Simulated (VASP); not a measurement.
# Mo (I4/mmm) in VASP: further runs, part 3 of 3

VASP 6.6.1. The steps go on from the part before.

## Step 5: Single point, LDA

This run uses another cell than the first one, of the same volume but with other edges.

INCAR reads:

```
  ALGO = Fast
  EDIFF = 1E-7
  ENCUT = 520
  ISIF = 2
  ISMEAR = 0
  LASPH = True
  LCHARG = True
  LELF = True
  LREAL = False
  LVHAR = True
  LWAVE = False
  NBANDS = 13
  NELM = 100
  PREC = Accurate
  SIGMA = 0.15
```

KPOINTS reads:

```
k-points
0
Gamma
  24 24 24
```

POSCAR reads:

```
Mo
1.0
   -1.8135870227      1.8135870227      1.1788315648
    1.8135870227     -1.8135870227      1.1788315648
    1.8135870227      1.8135870227     -1.1788315648
Mo
1
Direct
    0.0000000000      0.0000000000      0.0000000000
```

Potentials or basis: VASP PAW LDA potentials, release 64 (Mo_sv).

The run is started by

```
cat potpaw_LDA.64/Mo_sv/POTCAR > POTCAR
mpirun -np 1 vasp_std > vasp.out
```

OUTCAR:

```text
EDIFF = 1E-7
   ENCUT = 520
   ISIF = 2
   ISMEAR = 0
   LASPH = True
   LREAL = False
   NELM = 100
   PREC = Accurate

 ion  position               nearest neighbor table
   1  0.000  0.000  0.000-

  LATTYP: Found a body centered tetragonal cell.
 ALAT       =     3.6271740454
 C/A-ratio  =     0.6500000000

  Lattice vectors:

 A1 = (  -1.8135870227,   1.8135870227,   1.1788315648)
 A2 = (   1.8135870227,  -1.8135870227,   1.1788315648)
 A3 = (   1.8135870227,   1.8135870227,  -1.1788315648)

Analysis of symmetry for initial positions (statically):
=====================================================================
 Subroutine PRICEL returns:
 Original cell was already a primitive cell.

 Routine SETGRP: Setting up the symmetry group for a
 body centered tetragonal supercell.

 Subroutine GETGRP returns: Found 16 space group operations
 (whereof 16 operations were pure point group operations)
 out of a pool of 16 trial point group operations.

The static configuration has the point symmetry D_4h.

Analysis of symmetry for dynamics (positions and initial velocities):
=====================================================================
 Subroutine PRICEL returns:
 Original cell was already a primitive cell.

 Routine SETGRP: Setting up the symmetry group for a
 body centered tetragonal supercell.

 Subroutine GETGRP returns: Found 16 space group operations
 (whereof 16 operations were pure point group operations)
 out of a pool of 16 trial point group operations.

The dynamic configuration has the point symmetry D_4h.

 Subroutine INISYM returns: Found 16 space group operations
 (whereof 16 operations are pure point group operations),
 and found     1 'primitive' translations

----------------------------------------------------------------------------------------

                                     Primitive cell

  volume of cell :      15.5092

  direct lattice vectors                    reciprocal lattice vectors
    -1.813587023  1.813587023  1.178831565     0.000000000  0.275696724  0.424148805
     1.813587023 -1.813587023  1.178831565     0.275696724  0.000000000  0.424148805
     1.813587023  1.813587023 -1.178831565     0.275696724  0.275696724  0.000000000

  length of vectors
     2.822736197  2.822736197  2.822736197     0.505876361  0.505876361  0.389894046

  position of ions in fractional coordinates (direct lattice)
     0.000000000  0.000000000  0.000000000

  ion indices of the primitive-cell ions
   primitive index   ion index
                 1           1

----------------------------------------------------------------------------------------

 KPOINTS: k-points

Automatic generation of k-mesh.
 Grid dimensions read from file:
 generate k-points for:   24   24   24

 Generating k-lattice:

  Cartesian coordinates                     Fractional coordinates (reciprocal lattice)
     0.000000000  0.011487363  0.017672867     0.041666667 -0.000000000  0.000000000
     0.011487363  0.000000000  0.017672867    -0.000000000  0.041666667  0.000000000
     0.011487363  0.011487363  0.000000000     0.000000000  0.000000000  0.041666667

  Length of vectors
     0.021078182  0.021078182  0.016245585

  Shift w.r.t. Gamma in fractional coordinates (k-lattice)
     0.000000000  0.000000000  0.000000000

 Subroutine IBZKPT returns following result:
 ===========================================

 Found   1063 irreducible k-points:

 Following reciprocal coordinates:
            Coordinates               Weight
  0.000000  0.000000  0.000000      1.000000
  0.041667  0.000000 -0.000000      8.000000
  0.083333  0.000000 -0.000000      8.000000
  0.125000  0.000000 -0.000000      8.000000
  0.166667  0.000000 -0.000000      8.000000
  0.208333  0.000000 -0.000000      8.000000
[... 16 lines left out ...]
  0.416667  0.041667 -0.000000     16.000000
  0.458333  0.041667 -0.000000     16.000000
 [... further k-points ...]
   k-points           NKPTS =   1063   k-points in BZ     NKDIM =   1063   number of bands    NBANDS=     13
   number of dos      NEDOS =    301   number of ions     NIONS =      1
   total plane-waves  NPLWV =  13824
   dimension x,y,z NGX =    24 NGY =   24 NGZ =   24
   dimension x,y,z NGXF=    48 NGYF=   48 NGZF=   48
   ions per type =               1
   NGX,Y,Z   is equivalent  to a cutoff of  14.13, 14.13, 14.13 a.u.
   NGXF,Y,Z  is equivalent  to a cutoff of  28.27, 28.27, 28.27 a.u.
 SYSTEM =  unknown system
   PREC   = accura    normal or accurate (medium, high low for compatibility)
   ISTART =      0    job   : 0-new  1-cont  2-samecut
   ICHARG =      2    charge: 1-file 2-atom 10-const
   ISPIN  =      1    spin polarized calculation?
   LNONCOLLINEAR =      F non collinear calculations
   LSORBIT =      F    spin-orbit coupling
   LASPH  =      T    aspherical Exc in radial PAW
   ENCUT  =  520.0 eV  38.22 Ry    6.18 a.u.   5.25  5.25  5.25*2*pi/ulx,y,z
   NELM   =    100;   NELMIN=  2; NELMDL= -5     # of ELM steps
   EDIFF  = 0.1E-06   stopping-criterion for ELM
   LREAL  =      F    real-space projection
   EDIFFG = 0.1E-05   stopping-criterion for IOM
   NSW    =      0    number of steps for IOM
   IBRION =     -1    ionic relax: 0-MD 1-quasi-New 2-CG
   NFREE  =      0    steps in history (QN), initial steepest desc. (CG)
   ISIF   =      2    stress and relaxation
   ISYM   =      2    0-nonsym 1-usesym 2-fastsym
   POTIM  = 0.5000    time-step for ionic-motion
   TEBEG  =    0.0;   TEEND  =   0.0 temperature during run
   PSTRESS=    0.0 pullay stress
   NELECT =      14.0000    total number of electrons
   NUPDOWN=      -1.0000    fix difference up-down
   EMIN   =  10.00;   EMAX   =-10.00  energy-range for DOS
   EFERMI =   0.00;   METHOD = LEGACY
   ISMEAR =     0;   SIGMA  =   0.15  broadening in eV -4-tet -1-fermi 0-gaus
   EFERMI_NEDOS =   21; number of points for ismear=-14 and -15
   IALGO  =     68    algorithm
   IMIX   =      4    mixing-type and parameters
     AMIX     =   0.40;   BMIX     =  1.00
     AMIX_MAG =   1.60;   BMIX_MAG =  1.00
  volume/ion in A,a.u.               =      15.51       104.66
  Fermi-wavevector in a.u.,A,eV,Ry     =   1.582176  2.989878 34.059184  2.503279
  Thomas-Fermi vector in A             =   2.682139
   LORBIT       =      0    0 simple, 1 ext, 2 COOP (PROOUT), +10 PAW based schemes
   GGA     = CA    functional components
   LHFCALC =     F    Hartree Fock is set to
   AEXX    =    0.0000 exact exchange contribution
   IVDW    =     0    specifies the selected vdW correction
   LEPSILON=     F    determine dielectric tensor
   LRPA    =     F    only Hartree local field effects (RPA)
 non-spin polarized calculation
 RMM-DIIS sequential band-by-band and
 Gauss-broadening in eV      SIGMA  =   0.15
  energy-cutoff  :      520.00
  volume of cell :       15.51
 maximum number of plane-waves:       432
 NGX is ok and might be reduce to    24

 number of electron      14.0000002 magnetization

 Free energy of the ion-electron system (eV)
  ---------------------------------------------------
  ext. energy  EPLUGINS =         0.00000000
  ---------------------------------------------------
  free energy    TOTEN  =       -11.26973261 eV

  energy without entropy =      -11.25895099  energy(sigma->0) =      -11.26434180

 E-fermi :  12.7980     XC(G=0): -13.5373

 val. band max:       12.7963427344   @ k =  -0.3333   0.4167   0.2917
 cond. band min:      12.7981010429   @ k =  -0.3333  -0.4583   0.2083
 fundamental gap:      0.0017583085
 Fermi energy:        12.7979781373

 k-point     1 :       0.0000    0.0000    0.0000
  band No.  band energies     occupation
      1     -48.3925      2.00000
      2     -21.9562      2.00000
      3     -21.9562      2.00000
      4     -20.7119      2.00000
      5       5.4962      2.00000
      6       8.6727      2.00000
      7       9.4885      2.00000
      8      15.0325      0.00000
      9      15.0325      0.00000
     10      15.5234      0.00000
     11      26.0393      0.00000
     12      26.0393      0.00000
     13      35.3180      0.00000
[... 353 lines left out ...]
 k-point    24 :       0.4583    0.0417   -0.0000
  band No.  band energies     occupation
      1     -47.6965      2.00000
      2     -24.0086      2.00000
      3     -22.0445      2.00000
      4     -22.0068      2.00000
      5       7.1173      2.00000
      6       7.9697      2.00000
      7      13.6537      0.00000
      8      15.4363      0.00000
      9      16.6240      0.00000
     10      18.0413      0.00000
     11      25.4215      0.00000
     12      26.3132      0.00000
     13      27.4193      0.00000

 [... further k-points ...]
[... 5 lines left out ...]
  --------------------------------------------------------------------------------------
  -------------------------------------------------------------------------------------
  Total       -0.6406932     -0.6406932      5.4857303      0.0000000      0.0000000     -0.0000000
  in kB      -66.1869139    -66.1869139    566.7042790      0.0000000      0.0000000     -0.0000000
  external PRESSURE =     144.7768171 kB  Pullay stress =       0.0000000 kB

 VOLUME and BASIS-vectors are now :
 -----------------------------------------------------------------------------
  energy-cutoff  :      520.00
  volume of cell :       15.51
      direct lattice vectors                 reciprocal lattice vectors
    -1.813587023  1.813587023  1.178831565     0.000000000  0.275696724  0.424148805
     1.813587023 -1.813587023  1.178831565     0.275696724  0.000000000  0.424148805
     1.813587023  1.813587023 -1.178831565     0.275696724  0.275696724  0.000000000

 POSITION                                       TOTAL-FORCE (eV/Angst)
 -----------------------------------------------------------------------------------
      0.00000      0.00000      0.00000         0.000000      0.000000      0.000000
 -----------------------------------------------------------------------------------
    total drift:                                0.000000      0.000000      0.000000

  FREE ENERGIE OF THE ION-ELECTRON SYSTEM (eV)
  ---------------------------------------------------
  free  energy   TOTEN  =       -11.2697326090 eV

  energy  without entropy=      -11.2589509941  energy(sigma->0) =      -11.26434180
```

OSZICAR:

```text
N       E                     dE             d eps       ncg     rms          rms(c)
DAV:   1     0.992308959934E+02    0.99231E+02   -0.79239E+03 27818   0.111E+03
DAV:   2    -0.105455929939E+02   -0.10978E+03   -0.10541E+03 30798   0.321E+02
DAV:   3    -0.118043713422E+02   -0.12588E+01   -0.12544E+01 31313   0.358E+01
DAV:   4    -0.118076057349E+02   -0.32344E-02   -0.32343E-02 30158   0.213E+00
DAV:   5    -0.118076286921E+02   -0.22957E-04   -0.22958E-04 31533   0.162E-01    0.179E+01
RMM:   6    -0.113528593211E+02    0.45477E+00   -0.47085E-01 27721   0.673E+00    0.626E+00
RMM:   7    -0.112736049816E+02    0.79254E-01   -0.15369E-01 28337   0.374E+00    0.765E-01
RMM:   8    -0.112697203060E+02    0.38847E-02   -0.13705E-02 30735   0.131E+00    0.158E-01
RMM:   9    -0.112697510420E+02   -0.30736E-04   -0.17058E-03 31113   0.469E-01    0.101E-01
RMM:  10    -0.112697339777E+02    0.17064E-04   -0.28519E-04 30719   0.204E-01    0.351E-02
RMM:  11    -0.112697318763E+02    0.21014E-05   -0.51447E-05 31628   0.858E-02    0.127E-02
RMM:  12    -0.112697325119E+02   -0.63559E-06   -0.76767E-06 31959   0.345E-02    0.331E-03
RMM:  13    -0.112697325901E+02   -0.78271E-07   -0.13873E-06 28832   0.130E-02    0.917E-04
RMM:  14    -0.112697326090E+02   -0.18824E-07   -0.18688E-07 19591   0.451E-03
   1 F= -.11269733E+02 E0= -.11264342E+02  d E =-.107816E-01
```

It took 6.9 min on 1 thread of Intel Xeon 8259CL, shared host; peak memory 0.3 GiB.

What came out:

| Property | Result |
| --- | --- |
| Free energy | -11.2697 eV |
| Pressure | 14.5 GPa |
| Band gap on the k mesh | zero (bands 7 and 8 overlap by 6.50 eV) |

Stress tensor (GPa, compression positive):
```
-6.62  0.00  0.00
 0.00 -6.62  0.00
 0.00  0.00 56.67
```

Levels at points of the mesh, in eV from the Fermi level:
```csv
k point,band 4,band 5,band 6,band 7,band 8,band 9,band 10,band 11
"(0.00, 0.00, 0.00)",-33.51,-7.30,-4.13,-3.31,2.23,2.23,2.73,13.24
"(0.50, 0.00, 0.00)",-34.80,-5.72,-4.85,0.90,3.10,3.64,5.00,12.61
"(0.50, 0.50, 0.00)",-33.64,-5.21,-3.13,-0.42,0.11,1.64,4.96,8.85
"(0.50, 0.50, 0.50)",-33.78,-6.05,-5.47,4.44,4.65,4.65,5.51,5.51
```

Caveat: the stress differs along the axes, from -7 to 57 GPa.

## Step 6: The runs side by side

| cell | gap on the mesh (eV) | pressure (GPa) |
| --- | --- | --- |
| a = 2.765 Å, angles 117.3, 117.3, 94.8°, 1 atom | none | -3.2 |
| a = 2.725 Å, angles 107.3, 107.3, 113.9°, 1 atom | none | -6.0 |
| a = 2.727 Å, angles 112.1, 112.1, 104.2°, 1 atom | none | -5.9 |
| a = 2.823 Å, angles 100.0, 100.0, 130.6°, 1 atom | none | 14.5 |

Alike in all rows: task single point; level LDA; potentials or basis VASP PAW LDA potentials, release 64 (Mo_sv); no spin polarisation; k mesh 24 × 24 × 24; cutoff (eV) 520; smearing gaussian 0.15 eV.

Caveats: the stress differs along the axes, from -14 to 2 GPa (at least some runs); the stress differs along the axes, from -14 to 11 GPa (at least some runs); the stress differs along the axes, from -23 to 3 GPa (at least some runs); the stress differs along the axes, from -7 to 57 GPa (at least some runs).

Absolute energies hang on the potentials; compare differences alone.
